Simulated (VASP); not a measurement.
# Cu5Ni (P-3m1) in VASP: relaxation of cell and atoms with PBE

Aim: the relaxation of cell and atoms of Cu5Ni with PBE.

Everything below comes from runs of VASP 6.6.1. Logs are shortened: lines on timing, memory, paths and dates and some standing lists are left out, and cuts for length are marked.

## (1) The cell of the first run

Symmetry: P-3m1, No. 164, trigonal system. Conventional cell: a = 2.593 Å, b = 2.593 Å, c = 12.701 Å, α = 90.00°, β = 90.00°, γ = 120.00°. Within 3.4 Å of Cu (site symmetry 3m) lie 9 Cu at 2.59 Å and 3 Ni at 2.59 Å. Within 3.4 Å of Cu (site symmetry 3m) lie 12 Cu at 2.59 Å. Within 3.4 Å of Cu (site symmetry -3m) lie 12 Cu at 2.59 Å. Within 3.4 Å of Ni (site symmetry -3m) lie 6 Ni at 2.59 Å and 6 Cu at 2.59 Å.

## (2) Relaxation of cell and atoms, PBE, collinear spin, ferromagnetic start

INCAR

```
SYSTEM = Cu5Ni
  PREC = Accurate
  ENCUT = 600
  EDIFF = 1E-7
  ISMEAR = 0
  SIGMA = 0.1
  LREAL = .FALSE.
  LASPH = .TRUE.
  NELM = 150
  ALGO = Fast
  ISIF = 3
  LWAVE = .FALSE.
  LCHARG = .FALSE.
  ISPIN = 2
  MAGMOM = 0 0 0 0 0 2
  LORBIT = 11
  LMAXMIX = 4
  GGA = PE
  IBRION = 2
  NSW = 90
  EDIFFG = -0.04
```

KPOINTS

```
Automatic mesh
0
G
  6 6 2
  0 0 0
```

POSCAR

```
Cu5Ni
1.0
    2.5925222100      0.0000000000      0.0000000000
   -1.2962611000      2.2451900900      0.0000000000
    0.0000000000      0.0000000000     12.7007131100
Cu Ni
5 1
Direct
    0.3333333300      0.6666666700      0.8333333300
    0.6666666700      0.3333333300      0.6666666700
    0.0000000000      0.0000000000      0.5000000000
    0.3333333300      0.6666666700      0.3333333300
    0.6666666700      0.3333333300      0.1666666700
    0.0000000000      0.0000000000      0.0000000000
```

Potentials or basis: VASP PAW PBE potentials, release 64 (Cu, Ni).

The run is started by

```
> cat potpaw_PBE.64/Cu/POTCAR potpaw_PBE.64/Ni/POTCAR > POTCAR
> mpirun -np 1 vasp_std > vasp.out
```

OUTCAR:

```text
SYSTEM = Cu5Ni
   PREC = Accurate
   ENCUT = 600
   EDIFF = 1E-7
   ISMEAR = 0
   LREAL = .FALSE.
   LASPH = .TRUE.
   NELM = 150
   ISIF = 3
   ISPIN = 2
   LORBIT = 11
   GGA = PE
   IBRION = 2
   NSW = 90
   EDIFFG = -0.04

 ion  position               nearest neighbor table
   1  0.333  0.667  0.833-   2 2.59   2 2.59   2 2.59   6 2.59   6 2.59   6 2.59
   2  0.667  0.333  0.667-   1 2.59   1 2.59   1 2.59   3 2.59   3 2.59   3 2.59
   3  0.000  0.000  0.500-   2 2.59   4 2.59   4 2.59   2 2.59   2 2.59   4 2.59
   4  0.333  0.667  0.333-   5 2.59   5 2.59   5 2.59   3 2.59   3 2.59   3 2.59
   5  0.667  0.333  0.167-   4 2.59   4 2.59   4 2.59   6 2.59   6 2.59   6 2.59
   6  0.000  0.000  0.000-   1 2.59   5 2.59   1 2.59   5 2.59   5 2.59   1 2.59

  LATTYP: Found a hexagonal cell.
 ALAT       =     2.5925222100
 C/A-ratio  =     4.8989794807

  Lattice vectors:

 A1 = (   2.5925222100,   0.0000000000,   0.0000000000)
 A2 = (  -1.2962611000,   2.2451900900,   0.0000000000)
 A3 = (   0.0000000000,   0.0000000000,  12.7007131100)

Analysis of symmetry for initial positions (statically):
=====================================================================
 Subroutine PRICEL returns:
 Original cell was already a primitive cell.

 Routine SETGRP: Setting up the symmetry group for a
 hexagonal supercell.

 Subroutine GETGRP returns: Found 12 space group operations
 (whereof 12 operations were pure point group operations)
 out of a pool of 24 trial point group operations.

The static configuration has the point symmetry D_3d.

Analysis of symmetry for dynamics (positions and initial velocities):
=====================================================================
 Subroutine PRICEL returns:
 Original cell was already a primitive cell.

 Routine SETGRP: Setting up the symmetry group for a
 hexagonal supercell.

 Subroutine GETGRP returns: Found 12 space group operations
 (whereof 12 operations were pure point group operations)
 out of a pool of 24 trial point group operations.

The dynamic configuration has the point symmetry D_3d.

Analysis of structural, dynamic, and magnetic symmetry:
=====================================================================
 Subroutine PRICEL returns:
 Original cell was already a primitive cell.

 Routine SETGRP: Setting up the symmetry group for a
 hexagonal supercell.
[... 121 lines left out ...]
     AMIX     =   0.40;   BMIX     =  1.00
     AMIX_MAG =   1.60;   BMIX_MAG =  1.00
  volume/ion in A,a.u.               =      12.32        83.15
  Fermi-wavevector in a.u.,A,eV,Ry     =   1.568356  2.963764 33.466812  2.459741
  Thomas-Fermi vector in A             =   2.670400
   LORBIT       =     11    0 simple, 1 ext, 2 COOP (PROOUT), +10 PAW based schemes
   GGA     = PE    functional components
   LHFCALC =     F    Hartree Fock is set to
   AEXX    =    0.0000 exact exchange contribution
   IVDW    =     0    specifies the selected vdW correction
   LEPSILON=     F    determine dielectric tensor
   LRPA    =     F    only Hartree local field effects (RPA)
 conjugate gradient relaxation of ions
 spin polarized calculation
 RMM-DIIS sequential band-by-band and
 Gauss-broadening in eV      SIGMA  =   0.10
  energy-cutoff  :      600.00
  volume of cell :       73.93
 maximum number of plane-waves:      2478
 NGX is ok and might be reduce to    24
   NGX = 11   NGY = 11   NGZ = 51

--------------------------------------- Ionic step        1  -------------------------------------------

 number of electron      65.0000010 magnetization       0.0086977

 number of electron      65.0000010 magnetization      -0.0029407

 Free energy of the ion-electron system (eV)
  ---------------------------------------------------
  ext. energy  EPLUGINS =         0.00000000
  ---------------------------------------------------
  free energy    TOTEN  =       -23.90400281 eV

  energy without entropy =      -23.88767586  energy(sigma->0) =      -23.89583933

------------------------ aborting loop because EDIFF is reached ----------------------------------------

  FORCE on cell =-STRESS in cart. coord.  units (eV):
  Direction    XX          YY          ZZ          XY          YZ          ZX
  --------------------------------------------------------------------------------------
  -------------------------------------------------------------------------------------
  Total       -2.3042671     -2.3042671     -3.8829453     -0.0000000     -0.0000000      0.0000000
  in kB      -49.9389828    -49.9389826    -84.1527184     -0.0000001     -0.0000000      0.0000000
  external PRESSURE =     -61.3435613 kB  Pullay stress =       0.0000000 kB
[... 191 lines left out ...]
--------------------------------------- Ionic step        6  -------------------------------------------

 number of electron      65.0000033 magnetization      -0.0000235

 Free energy of the ion-electron system (eV)
  ---------------------------------------------------
  ext. energy  EPLUGINS =         0.00000000
  ---------------------------------------------------
  free energy    TOTEN  =       -23.98896027 eV

  energy without entropy =      -23.97630813  energy(sigma->0) =      -23.98263420

 E-fermi :   7.6900     XC(G=0): -12.7501

 val. band max:        7.6310008538   @ k =   0.5000  -0.0000   0.5000
 cond. band min:       7.7095720615   @ k =   0.5000  -0.0000   0.5000
 fundamental gap:      0.0785712077
 Fermi energy:         7.6899762351

 spin component 1

 k-point     1 :       0.0000    0.0000    0.0000
  band No.  band energies     occupation
      1      -1.5298      1.00000
      2      -0.5962      1.00000
      3      -0.3485      1.00000
      4       1.8354      1.00000
      5       2.0507      1.00000
      6       2.8461      1.00000
[... 591 lines left out ...]
     39      13.0683      0.00000
     40      13.3381      0.00000
 Fermi energy:         7.6899762351

 spin component 2

 k-point     1 :       0.0000    0.0000    0.0000
  band No.  band energies     occupation
      1      -1.5298      1.00000
      2      -0.5962      1.00000
      3      -0.3485      1.00000
      4       1.8354      1.00000
      5       2.0507      1.00000
      6       2.8461      1.00000
[... 624 lines left out ...]
  FREE ENERGIE OF THE ION-ELECTRON SYSTEM (eV)
  ---------------------------------------------------
  free  energy   TOTEN  =       -23.9889602729 eV

  energy  without entropy=      -23.9763081306  energy(sigma->0) =      -23.98263420

 reached required accuracy - stopping structural energy minimisation

 total charge

# of ion       s       p       d       tot
------------------------------------------
    1        0.443   0.387   9.166   9.996
    2        0.447   0.380   9.171   9.998
    3        0.451   0.386   9.173  10.010
    4        0.447   0.380   9.171   9.998
    5        0.443   0.387   9.166   9.996
    6        0.458   0.423   8.348   9.230
--------------------------------------------------
tot          2.689   2.342  54.195  59.226

 magnetization (x)

# of ion       s       p       d       tot
------------------------------------------
    1        0.000   0.000   0.000   0.000
    2        0.000   0.000   0.000   0.000
    3        0.000   0.000   0.000   0.000
    4        0.000   0.000   0.000   0.000
    5        0.000   0.000   0.000   0.000
    6        0.000   0.000  -0.000  -0.000
--------------------------------------------------
tot          0.000   0.000  -0.000  -0.000
```

Wall time 7.5 min (1 thread of Intel Xeon 6975P-C (Granite Rapids), shared host); peak memory 0.33 GiB.

Results:

```
Free energy                                           : -23.9890 eV
Relaxed volume                                        : 11.77 Å³/atom
Relaxed cell                                          : a = 2.570 Å, b = 2.570 Å, c = 12.353 Å, α = 90.00°, β = 90.00°, γ = 120.00°
Space group after relaxing (to 0.1 Å)                 : P-3m1 (No. 164)
Energy gained by relaxing                             : 14.2 meV/atom
Ionic steps                                           : 6
Pressure after relaxing                               : -0.1 GPa
Largest force after relaxing                          : 0.035 eV/Å
Net moment                                            : 0.00 μB per cell
Valence electrons inside the program's atomic spheres : Cu 10.00, 10.01 (each value once); Ni 9.23
```

Forces in eV/Å, atoms in the order of the input:
```
Cu   0.000  0.000  0.030
Cu   0.000  0.000  0.035
Cu   0.000  0.000  0.000
Cu   0.000  0.000 -0.035
Cu   0.000  0.000 -0.030
Ni   0.000  0.000  0.000
```

Stress tensor (GPa, compression positive):
```
-0.15  0.00  0.00
 0.00 -0.15  0.00
 0.00  0.00  0.03
```

The path:
```tsv
step	energy change (eV)	largest force (eV/Å)	pressure (GPa)	volume (Å³)
1	0.0000	0.2479	-6.13	73.93
2	-0.0650	0.1300	3.55	68.99
3	-0.0791	0.1733	0.38	70.38
4	-0.0837	0.0946	0.21	70.49
5	-0.0845	0.0440	0.10	70.56
6	-0.0850	0.0351	-0.09	70.64
```

Final structure:
```xyz
6
Lattice="2.5697 0.0000 0.0000 -1.2849 2.2254 0.0000 0.0000 0.0000 12.3530" Properties=species:S:1:pos:R:3 pbc="T T T"
Cu    0.0000    1.4836   10.3187
Cu    1.2849    0.7418    8.2333
Cu    2.5697    0.0000    6.1765
Cu    0.0000    1.4836    4.1197
Cu    1.2849    0.7418    2.0343
Ni    2.5697    0.0000    0.0000
```

Levels at points of the mesh, in eV from the Fermi level:
Spin up:
```tsv
k point	band 29	band 30	band 31	band 32	band 33	band 34	band 35	band 36	band 37	band 38
(0.00, 0.00, 0.00)	-1.93	-1.72	-1.72	-1.31	-1.31	-0.64	-0.44	-0.44	4.34	9.10
(0.50, 0.00, 0.00)	-0.90	-0.60	0.02	0.57	0.73	1.31	1.65	1.80	3.94	5.08
(0.00, 0.00, 0.50)	-1.69	-1.69	-1.60	-1.51	-1.31	-1.31	-0.44	-0.44	5.77	6.22
(0.50, 0.00, 0.50)	-0.61	-0.13	-0.06	0.02	1.01	1.21	1.72	1.74	4.04	4.53
```
Spin down:
```csv
k point,band 30,band 31,band 32,band 33,band 34,band 35,band 36,band 37
"(0.00, 0.00, 0.00)",-1.72,-1.72,-1.31,-1.31,-0.64,-0.44,-0.44,4.34
"(0.50, 0.00, 0.00)",-0.60,0.02,0.57,0.73,1.31,1.65,1.80,3.94
"(0.00, 0.00, 0.50)",-1.69,-1.60,-1.51,-1.31,-1.31,-0.44,-0.44,5.77
"(0.50, 0.00, 0.50)",-0.13,-0.06,0.02,1.01,1.21,1.72,1.74,4.04
```

Caveat: the k points lie up to 0.47 Å⁻¹ apart in the final cell.
